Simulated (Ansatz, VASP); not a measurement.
**One calculation of SnS2, two programs**

The input INCAR:

```
PREC = Accurate ; ENCUT = 500
EDIFF = 1E-7 ; ISMEAR = 0
SIGMA = 0.02 ; LREAL = False
LASPH = True ; NELM = 120
ALGO = Normal ; ISIF = 3
LWAVE = False ; LCHARG = False
GGA = PS ; IBRION = 2
NSW = 70 ; EDIFFG = -0.005
GGA_COMPAT = False ; NELMIN = 4
```

The input KPOINTS:

```
regular mesh
0
Gamma
  9 9 6
```

File POSCAR:

```
SnS2
1.0
    3.6686266267      0.0000000000      0.0000000000
   -1.8343133133      3.1771238557      0.0000000000
    0.0000000000      0.0000000000      5.8096313574
Sn S
1 2
Direct
    0.0000000000      0.0000000000      0.0000000000
    0.3333333333      0.6666666667      0.2544694042
    0.6666666667      0.3333333333      0.7455305958
```

Input for Ansatz:

```yaml
crystal:
  lattice:
    - [3.6686266267, 0.0, 0.0]
    - [-1.8343133133, 3.1771238557, 0.0]
    - [0.0, 0.0, 5.8096313574]
  atoms:
    - { symbol: Sn, position: [0.0, 0.0, 0.0] }
    - { symbol: S, position: [0.3333333333, 0.6666666667, 0.2544694042] }
    - { symbol: S, position: [0.6666666667, 0.3333333333, 0.7455305958] }
basis:
  ecutwfc: 420
kpoints:
  mp_grid: { grid: [9, 9, 6] }
hamiltonian:
  xc: pbesol
scf:
  occupations: { method: gaussian, width: 0.02 }
output:
  forces: true
  stress: true
  eigenvalues: true
relax:
  adjacent_minimum: "off"
  f_tol: 0.005
  max_steps: 50
  cell: { stress_tol: 0.05 }
```

Alike in both runs: task relaxation of cell and atoms; functional PBEsol; k mesh 9 × 9 × 6; occupations gaussian, width 0.02 eV; no spin polarisation.

```csv
,VASP,Ansatz
version,VASP 6.6.1,Ansatz 0.2.0
potentials or method,"VASP PAW PBE potentials, release 64 (Sn_d, S), cutoff 500 eV","scalar-relativistic, plane waves, PAW"
valence electrons in the cell,26,26
```

Ansatz gave:

```
gap on the k mesh at the Fermi level, each at its own relaxed structure (eV) : 1.42
relaxed volume (Å³/atom)                                                     : 23.31
relaxed cell length with the largest relative difference (Å)                 : 6.057
```

Q: Estimate VASP's values.

A: gap on the k mesh at the Fermi level, each at its own relaxed structure (eV): 1.42; relaxed volume (Å³/atom): 23.19; relaxed cell length with the largest relative difference (Å): 6.032.

VASP's potentials were made for PBE, not for PBEsol.
